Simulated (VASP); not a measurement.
Input of a VASP 6.6.1 run:

POSCAR

```
Nb
1.0
    0.0000000000      2.1350097699      2.1350097699
    2.1350097699      0.0000000000      2.1350097699
    2.1350097699      2.1350097699      0.0000000000
Nb
1
Direct
    0.0000000000      0.0000000000      0.0000000000
```

Contents of INCAR.step1:

```
SYSTEM = Nb
PREC     = Accurate       ! precision mode
ENCUT    = 520            ! plane-wave cutoff, eV
ISMEAR   = -1             ! smearing method
SIGMA    = 0.1            ! smearing width, eV
LREAL    = .False.        ! projectors in reciprocal space
LASPH    = .True.         ! aspherical terms in the spheres
NELM     = 60             ! most SCF steps
NBANDS   = 12             ! bands
GGA      = PE             ! functional
ALGO     = Normal         ! electronic algorithm
EDIFF    = 1E-4           ! SCF threshold, eV
LWAVE    = .True.         ! write WAVECAR
LCHARG   = .False.        ! write CHGCAR
```

The input INCAR.step2:

```
SYSTEM = Nb
PREC     = Accurate       ! precision mode
ENCUT    = 520            ! plane-wave cutoff, eV
EDIFF    = 1E-7           ! SCF threshold, eV
ISMEAR   = -1             ! smearing method
SIGMA    = 0.1            ! smearing width, eV
LREAL    = .False.        ! projectors in reciprocal space
LASPH    = .True.         ! aspherical terms in the spheres
NELM     = 60             ! most SCF steps
ALGO     = Normal         ! electronic algorithm
ISIF     = 2              ! what is computed and relaxed
LWAVE    = .False.        ! write WAVECAR
LCHARG   = .False.        ! write CHGCAR
METAGGA  = R2SCAN         ! meta-GGA
LMIXTAU  = .True.       
NBANDS   = 12             ! bands
ISTART   = 1
```

The input KPOINTS:

```
Automatic mesh
0
Gamma
  14 14 14
  0 0 0
```

Potentials or basis: VASP PAW PBE potentials, release 64 (Nb_sv).

Launch:

```console
$ cat potpaw_PBE.64/Nb_sv/POTCAR > POTCAR
$ cp INCAR.step1 INCAR
$ mpirun -np 1 vasp_std > vasp.out
$ cp INCAR.step2 INCAR
$ mpirun -np 1 vasp_std > vasp.out
```

Task: What does it give for the band gap on the k mesh?

Result: Zero (an odd number of electrons rules out a gap without spin polarisation).

Task: What does it give for the pressure?

Result: -6.4 GPa.

Caveat: the cell stands under tension; the PAW data sets were made with another functional, which shifts forces and pressure a little.
